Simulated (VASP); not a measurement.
Input of a VASP 6.6.1 run:

The input INCAR:

```
PREC     = Accurate       # precision mode
ENCUT    = 520            # plane-wave cutoff, eV
EDIFF    = 1E-6           # SCF threshold, eV
ISMEAR   = -1             # smearing method
SIGMA    = 0.1            # smearing width, eV
LREAL    = False          # projectors in reciprocal space
LASPH    = True           # aspherical terms in the spheres
NELM     = 100            # most SCF steps
ALGO     = Normal         # electronic algorithm
ISIF     = 2              # what is computed and relaxed
LWAVE    = False          # write WAVECAR
LCHARG   = False          # write CHGCAR
GGA      = RP             # functional
NBANDS   = 20             # bands
```

KPOINTS

```
regular mesh
0
Gamma
  16 16 9
```

File POSCAR:

```
Tl
1.0
    3.6899620503      0.0000000000      0.0000000000
   -1.8449810251      3.1956008745      0.0000000000
    0.0000000000      0.0000000000      5.7378025583
Tl
2
Direct
    0.3333333333      0.6666666667      0.2500000000
    0.6666666667      0.3333333333      0.7500000000
```

Potentials or basis: VASP PAW PBE potentials, release 64 (Tl_d).

Launch:

```console
$ cat potpaw_PBE.64/Tl_d/POTCAR > POTCAR
$ mpirun -np 1 vasp_std > vasp.out
```

Q: Predict the pressure.

A: -0.1 GPa.

Q: Estimate the band gap on the k mesh.

A: Zero (bands 13 and 14 overlap by 3.95 eV).

Stress tensor (GPa, compression positive):
```
-0.12  0.00  0.00
 0.00 -0.12  0.00
 0.00  0.00  0.06
```

Caveat: the PAW data sets were made with another functional, which shifts forces and pressure a little; spin-orbit coupling is left out, which moves the levels of the heavy elements.
